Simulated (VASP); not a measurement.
A run of VASP 6.6.1:

INCAR

```
AGGAC = 1.0 ; AGGAX = 1.0
ALDAC = 0.0 ; ALDAX = 1.0
ALGO = Normal ; EDIFF = 1E-6
EDIFFG = -0.01 ; ENCUT = 600
GGA = B5 ; IBRION = 2
ISIF = 3 ; ISMEAR = -1
LASPH = T ; LCHARG = F
LREAL = F ; LWAVE = F
NELM = 60 ; NSW = 80
PREC = Accurate ; SIGMA = 0.1
```

File KPOINTS:

```
k-points
0
Gamma
  13 13 4
```

File POSCAR:

```
Ir
1.0
    2.7148619862      0.0000000000      0.0000000000
   -1.3574309931      2.3511394478      0.0000000000
    0.0000000000      0.0000000000      8.8667392469
Ir
4
Direct
    0.0000000000      0.0000000000      0.0000000000
    0.0000000000      0.0000000000      0.5000000000
    0.3333333333      0.6666666667      0.2500000000
    0.6666666667      0.3333333333      0.7500000000
```

Potentials or basis: VASP PAW PBE potentials, release 64 (Ir).

Run with:

```bash
$ cat potpaw_PBE.64/Ir/POTCAR > POTCAR
$ mpirun -np 1 vasp_std > vasp.out
```

Hardware: 1 thread of Intel(R) Xeon(R) 6975P-C (Granite Rapids), with other jobs on the host.

Estimate the wall time of this run.

Wall time 3.6 min on 1 thread of Intel(R) Xeon(R) 6975P-C (Granite Rapids) (shared host), peak memory 0.24 GiB. Counts: scf iterations 48, k points 63, ion steps 5.
